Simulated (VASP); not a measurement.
Input of a VASP 6.6.1 run:

INCAR

```
PREC     = Accurate       # precision mode
ENCUT    = 600            # plane-wave cutoff, eV
EDIFF    = 1E-6           # SCF threshold, eV
ISMEAR   = -1             # smearing method
SIGMA    = 0.1            # smearing width, eV
LREAL    = F              # projectors in reciprocal space
LASPH    = T              # aspherical terms in the spheres
NELM     = 60             # most SCF steps
ALGO     = Normal         # electronic algorithm
ISIF     = 3              # what is computed and relaxed
LWAVE    = F              # write WAVECAR
LCHARG   = F              # write CHGCAR
IBRION   = 2              # ionic algorithm
NSW      = 100            # ionic steps
EDIFFG   = -0.002         # ionic threshold
PSTRESS  = 20.0
```

File KPOINTS:

```
regular mesh
0
Gamma
  14 14 14
```

Contents of POSCAR:

```
Ge
1.0
    0.0000000000      2.8113408934      2.8113408934
    2.8113408934      0.0000000000      2.8113408934
    2.8113408934      2.8113408934      0.0000000000
Ge
2
Direct
    0.5000000000      0.5000000000      0.5000000000
    0.7500000000      0.7500000000      0.7500000000
```

Potentials or basis: VASP PAW LDA potentials, release 64 (Ge_d).

Launch:

```bash
$ cat potpaw_LDA.64/Ge_d/POTCAR > POTCAR
$ mpirun -np 1 vasp_std > vasp.out
```

Problem. Predict the relaxed volume.

Solution. 21.71 Å³/atom.

Problem. Predict the band gap on the k mesh.

Solution. 0.20 eV (least direct gap 0.24 eV).

Final structure:
```
Ge
1.0
     0.00000    2.78963    2.78963
     2.78963    0.00000    2.78963
     2.78963    2.78963    0.00000
Ge
2
Direct
  0.50000 0.50000 0.50000
  0.75000 0.75000 0.75000
```

Caveat: the cell is relaxed towards a set pressure, so the run minimises the enthalpy, not the energy. LDA usually gives volumes a few per cent too small.
